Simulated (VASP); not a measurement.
# Br (Pm-3n) in VASP: further runs, part 3 of 3

VASP 6.6.1.

### Step 4. Single point, PBE

This run uses another cell than the first one, of 26.50 Å³/atom.

INCAR

```
SYSTEM = Br
PREC = Accurate ; ENCUT = 520
EDIFF = 1E-6 ; ISMEAR = 0
SIGMA = 0.1 ; LREAL = .FALSE.
LASPH = .TRUE. ; NELM = 100
ALGO = Fast ; ISIF = 2
LWAVE = .FALSE. ; LCHARG = .TRUE.
GGA = PE ; LELF = .TRUE.
LVHAR = .TRUE. ; NBANDS = 38
```

KPOINTS

```
regular mesh
0
G
  6 6 6
  0 0 0
```

POSCAR

```
Br
1.0
    5.9630338034      0.0000000000      0.0000000000
    0.0000000000      5.9630338034      0.0000000000
    0.0000000000      0.0000000000      5.9630338034
Br
8
Direct
    0.5000000000      0.5000000000      0.5000000000
    0.0000000000      0.0000000000      0.0000000000
    0.2500000000      0.0000000000      0.5000000000
    0.5000000000      0.2500000000      0.0000000000
    0.5000000000      0.7500000000      0.0000000000
    0.7500000000      0.0000000000      0.5000000000
    0.0000000000      0.5000000000      0.7500000000
    0.0000000000      0.5000000000      0.2500000000
```

Potentials or basis: VASP PAW PBE potentials, release 64 (Br).

Started as:

```sh
$ cat potpaw_PBE.64/Br/POTCAR > POTCAR
$ mpirun -np 1 vasp_std > vasp.out
```

OUTCAR:

```text
SYSTEM = Br
   PREC = Accurate
   ENCUT = 520
   EDIFF = 1E-6
   ISMEAR = 0
   LREAL = .FALSE.
   LASPH = .TRUE.
   NELM = 100
   ISIF = 2
   GGA = PE

 ion  position               nearest neighbor table
   1  0.500  0.500  0.500-
   2  0.000  0.000  0.000-
   3  0.250  0.000  0.500-
   4  0.500  0.250  0.000-
   5  0.500  0.750  0.000-
   6  0.750  0.000  0.500-
   7  0.000  0.500  0.750-
   8  0.000  0.500  0.250-

  LATTYP: Found a simple cubic cell.
 ALAT       =     5.9630338034

  Lattice vectors:

 A1 = (   5.9630338034,   0.0000000000,   0.0000000000)
 A2 = (   0.0000000000,   5.9630338034,   0.0000000000)
 A3 = (   0.0000000000,   0.0000000000,   5.9630338034)

Analysis of symmetry for initial positions (statically):
=====================================================================
 Subroutine PRICEL returns:
 Original cell was already a primitive cell.

 Routine SETGRP: Setting up the symmetry group for a
 simple cubic supercell.

 Subroutine GETGRP returns: Found 48 space group operations
 (whereof 24 operations were pure point group operations)
 out of a pool of 48 trial point group operations.

The static configuration has the point symmetry T_h .
 The point group associated with its full space group is O_h .

Analysis of symmetry for dynamics (positions and initial velocities):
=====================================================================
 Subroutine PRICEL returns:
 Original cell was already a primitive cell.

 Routine SETGRP: Setting up the symmetry group for a
 simple cubic supercell.

 Subroutine GETGRP returns: Found 48 space group operations
 (whereof 24 operations were pure point group operations)
 out of a pool of 48 trial point group operations.

The dynamic configuration has the point symmetry T_h .
 The point group associated with its full space group is O_h .

 Subroutine INISYM returns: Found 48 space group operations
 (whereof 24 operations are pure point group operations),
 and found     1 'primitive' translations

----------------------------------------------------------------------------------------

                                     Primitive cell

  volume of cell :     212.0322

  direct lattice vectors                    reciprocal lattice vectors
     5.963033803  0.000000000  0.000000000     0.167699871  0.000000000  0.000000000
     0.000000000  5.963033803  0.000000000     0.000000000  0.167699871  0.000000000
     0.000000000  0.000000000  5.963033803     0.000000000  0.000000000  0.167699871

  length of vectors
     5.963033803  5.963033803  5.963033803     0.167699871  0.167699871  0.167699871

  position of ions in fractional coordinates (direct lattice)
     0.500000000  0.500000000  0.500000000
     0.000000000  0.000000000  0.000000000
     0.250000000  0.000000000  0.500000000
     0.500000000  0.250000000  0.000000000
     0.500000000  0.750000000  0.000000000
     0.750000000  0.000000000  0.500000000
     0.000000000  0.500000000  0.750000000
     0.000000000  0.500000000  0.250000000

[... 37 lines left out ...]
 Following reciprocal coordinates:
            Coordinates               Weight
  0.000000  0.000000  0.000000      1.000000
  0.166667  0.000000  0.000000      6.000000
  0.333333  0.000000  0.000000      6.000000
  0.500000  0.000000  0.000000      3.000000
  0.166667  0.166667  0.000000     12.000000
  0.333333  0.166667  0.000000     24.000000
[... 12 lines left out ...]
  0.500000  0.500000  0.333333      6.000000
  0.500000  0.500000  0.500000      1.000000
   k-points           NKPTS =     20   k-points in BZ     NKDIM =     20   number of bands    NBANDS=     38
   number of dos      NEDOS =    301   number of ions     NIONS =      8
   total plane-waves  NPLWV = 110592
   dimension x,y,z NGX =    48 NGY =   48 NGZ =   48
   dimension x,y,z NGXF=    96 NGYF=   96 NGZF=   96
   ions per type =               8
   NGX,Y,Z   is equivalent  to a cutoff of  13.38, 13.38, 13.38 a.u.
   NGXF,Y,Z  is equivalent  to a cutoff of  26.76, 26.76, 26.76 a.u.
 SYSTEM =  Br
   PREC   = accura    normal or accurate (medium, high low for compatibility)
   ISTART =      0    job   : 0-new  1-cont  2-samecut
   ICHARG =      2    charge: 1-file 2-atom 10-const
   ISPIN  =      1    spin polarized calculation?
   LNONCOLLINEAR =      F non collinear calculations
   LSORBIT =      F    spin-orbit coupling
   LASPH  =      T    aspherical Exc in radial PAW
   ENCUT  =  520.0 eV  38.22 Ry    6.18 a.u.  11.09 11.09 11.09*2*pi/ulx,y,z
   NELM   =    100;   NELMIN=  2; NELMDL= -5     # of ELM steps
   EDIFF  = 0.1E-05   stopping-criterion for ELM
   LREAL  =      F    real-space projection
   EDIFFG = 0.1E-04   stopping-criterion for IOM
   NSW    =      0    number of steps for IOM
   IBRION =     -1    ionic relax: 0-MD 1-quasi-New 2-CG
   NFREE  =      0    steps in history (QN), initial steepest desc. (CG)
   ISIF   =      2    stress and relaxation
   ISYM   =      2    0-nonsym 1-usesym 2-fastsym
   POTIM  = 0.5000    time-step for ionic-motion
   TEBEG  =    0.0;   TEEND  =   0.0 temperature during run
   PSTRESS=    0.0 pullay stress
   NELECT =      56.0000    total number of electrons
   NUPDOWN=      -1.0000    fix difference up-down
   EMIN   =  10.00;   EMAX   =-10.00  energy-range for DOS
   EFERMI =   0.00;   METHOD = LEGACY
   ISMEAR =     0;   SIGMA  =   0.10  broadening in eV -4-tet -1-fermi 0-gaus
   EFERMI_NEDOS =   21; number of points for ismear=-14 and -15
   IALGO  =     68    algorithm
   IMIX   =      4    mixing-type and parameters
     AMIX     =   0.40;   BMIX     =  1.00
     AMIX_MAG =   1.60;   BMIX_MAG =  1.00
  volume/ion in A,a.u.               =      26.50       178.86
  Fermi-wavevector in a.u.,A,eV,Ry     =   1.050357  1.984887 15.010623  1.103250
  Thomas-Fermi vector in A             =   2.185357
   LORBIT       =      0    0 simple, 1 ext, 2 COOP (PROOUT), +10 PAW based schemes
   GGA     = PE    functional components
   LHFCALC =     F    Hartree Fock is set to
   AEXX    =    0.0000 exact exchange contribution
   IVDW    =     0    specifies the selected vdW correction
   LEPSILON=     F    determine dielectric tensor
   LRPA    =     F    only Hartree local field effects (RPA)
 non-spin polarized calculation
 RMM-DIIS sequential band-by-band and
 Gauss-broadening in eV      SIGMA  =   0.10
  energy-cutoff  :      520.00
  volume of cell :      212.03
 maximum number of plane-waves:      5832
 NGX is ok and might be reduce to    48
   NGX = 23   NGY = 23   NGZ = 23

 number of electron      55.9999976 magnetization

 Free energy of the ion-electron system (eV)
  ---------------------------------------------------
  ext. energy  EPLUGINS =         0.00000000
  ---------------------------------------------------
  free energy    TOTEN  =        -8.50366113 eV

  energy without entropy =       -8.42551134  energy(sigma->0) =       -8.46458623

 E-fermi :   1.4567     XC(G=0):  -9.2720

 val. band max:        1.4560276381   @ k =   0.3333   0.1667   0.0000
 cond. band min:       1.4577491154   @ k =   0.1667   0.1667   0.1667
 fundamental gap:      0.0017214773
 Fermi energy:         1.4566519600

 k-point     1 :       0.0000    0.0000    0.0000
  band No.  band energies     occupation
      1     -13.8334      2.00000
      2     -12.7601      2.00000
      3     -12.7601      2.00000
      4     -12.5495      2.00000
      5     -12.0035      2.00000
      6     -11.8388      2.00000
[... 809 lines left out ...]
     37      10.4795      0.00000
     38      10.4797      0.00000

------------------------ aborting loop because EDIFF is reached ----------------------------------------

  FORCE on cell =-STRESS in cart. coord.  units (eV):
  Direction    XX          YY          ZZ          XY          YZ          ZX
  --------------------------------------------------------------------------------------
  -------------------------------------------------------------------------------------
  Total       -0.0521708     -0.0521708     -0.0521708      0.0000000      0.0000000     -0.0000000
  in kB       -0.3942182     -0.3942182     -0.3942182      0.0000000      0.0000000     -0.0000000
  external PRESSURE =      -0.3942182 kB  Pullay stress =       0.0000000 kB

 VOLUME and BASIS-vectors are now :
 -----------------------------------------------------------------------------
  energy-cutoff  :      520.00
  volume of cell :      212.03
      direct lattice vectors                 reciprocal lattice vectors
     5.963033803  0.000000000  0.000000000     0.167699871  0.000000000  0.000000000
     0.000000000  5.963033803  0.000000000     0.000000000  0.167699871  0.000000000
     0.000000000  0.000000000  5.963033803     0.000000000  0.000000000  0.167699871

 POSITION                                       TOTAL-FORCE (eV/Angst)
 -----------------------------------------------------------------------------------
      2.98152      2.98152      2.98152         0.000000     -0.000000      0.000000
      0.00000      0.00000      0.00000         0.000000     -0.000000      0.000000
      1.49076      0.00000      2.98152        -0.000000     -0.000000     -0.000000
      2.98152      1.49076      0.00000         0.000000      0.000000      0.000000
      2.98152      4.47228      0.00000         0.000000     -0.000000     -0.000000
      4.47228      0.00000      2.98152         0.000000      0.000000      0.000000
      0.00000      2.98152      4.47228        -0.000000      0.000000     -0.000000
      0.00000      2.98152      1.49076         0.000000      0.000000      0.000000
 -----------------------------------------------------------------------------------
    total drift:                                0.000000     -0.000000      0.000000

  FREE ENERGIE OF THE ION-ELECTRON SYSTEM (eV)
  ---------------------------------------------------
  free  energy   TOTEN  =        -8.5036611255 eV

  energy  without entropy=       -8.4255113412  energy(sigma->0) =       -8.46458623
```

It took 3.2 min on 1 thread of Oxide Virtual Turin-like, shared host; peak memory 0.33 GiB.

What came out:

- Free energy: -8.5037 eV
- Pressure: 0.0 GPa
- Band gap on the k mesh: zero (bands 28 and 29 overlap by 0.81 eV)

### Step 5. Relaxation of cell and atoms, PBE

This run uses another cell than the first one, of 26.50 Å³/atom.

INCAR

```
PREC = Accurate
ENCUT = 600
EDIFF = 1E-6
ISMEAR = 0
SIGMA = 0.1
LREAL = F
LASPH = T
NELM = 100
ALGO = Fast
ISIF = 3
LWAVE = F
LCHARG = F
GGA = PE
IBRION = 2
NSW = 100
EDIFFG = -0.01
```

KPOINTS

```
regular mesh
0
Gamma
  6 6 6
```

POSCAR is that of step 4.

Started as:

```sh
$ cat potpaw_PBE.64/Br/POTCAR > POTCAR
$ mpirun -np 1 vasp_std > vasp.out
```

Wall time 2 min (1 thread of Oxide Virtual Turin-like, shared host); peak memory 0.34 GiB.

The run converged. Its results:

- Free energy: -8.5038 eV
- Pressure after relaxing: 0.0 GPa
- Band gap on the k mesh: zero (bands 28 and 29 overlap by 0.81 eV)

Final structure:
```xyz
8
Lattice="5.9630 0.0000 0.0000 0.0000 5.9630 0.0000 0.0000 0.0000 5.9630" Properties=species:S:1:pos:R:3 pbc="T T T"
Br    2.9815    2.9815    2.9815
Br    0.0000    0.0000    0.0000
Br    1.4908    0.0000    2.9815
Br    2.9815    1.4908    0.0000
Br    2.9815    4.4723    0.0000
Br    4.4723    0.0000    2.9815
Br    0.0000    2.9815    4.4723
Br    0.0000    2.9815    1.4908
```

Levels at points of the mesh, in eV from the Fermi level:
```tsv
k point	band 25	band 26	band 27	band 28	band 29	band 30	band 31	band 32
(0.00, 0.00, 0.00)	-0.33	-0.33	0.19	0.19	0.19	1.42	1.42	1.42
(0.50, 0.00, 0.00)	-0.50	-0.50	0.20	0.20	0.33	0.33	1.35	1.35
(0.50, 0.50, 0.00)	-0.44	-0.44	-0.43	-0.34	-0.29	0.32	0.32	1.27
(0.50, 0.50, 0.50)	-0.91	-0.91	-0.61	-0.61	-0.61	-0.61	-0.61	-0.61
```

Caveat: the relaxation stopped at its first step, so nothing moved.

### Step 6. The runs side by side

| task | cell | k mesh | cutoff (eV) | gap on the mesh (eV) | pressure (GPa) |
| --- | --- | --- | --- | --- | --- |
| relaxation of cell and atoms | relaxed from a = 6.356 Å, 8 atoms | 6 × 6 × 6 | 600 | none | 0.0 |
| single point | a = 6.356 Å, 8 atoms | 4 × 4 × 4 | 520 | none | -3.4 |
| single point | a = 5.963 Å, 8 atoms | 6 × 6 × 6 | 520 | none | 0.0 |
| relaxation of cell and atoms | relaxed from a = 5.963 Å, 8 atoms | 6 × 6 × 6 | 600 | none | 0.0 |

Alike in all rows: level PBE; potentials or basis VASP PAW PBE potentials, release 64 (Br); no spin polarisation; smearing gaussian 0.1 eV.

Caveats: the volume moved by over 15 % at a fixed basis, so the end points are rough (at least some runs); the cell stands under tension (at least some runs); the relaxation stopped at its first step, so nothing moved (at least some runs).

Absolute energies hang on the potentials; compare differences alone.

The gap in the log of VASP goes by the Fermi energy; the results here count the filled bands.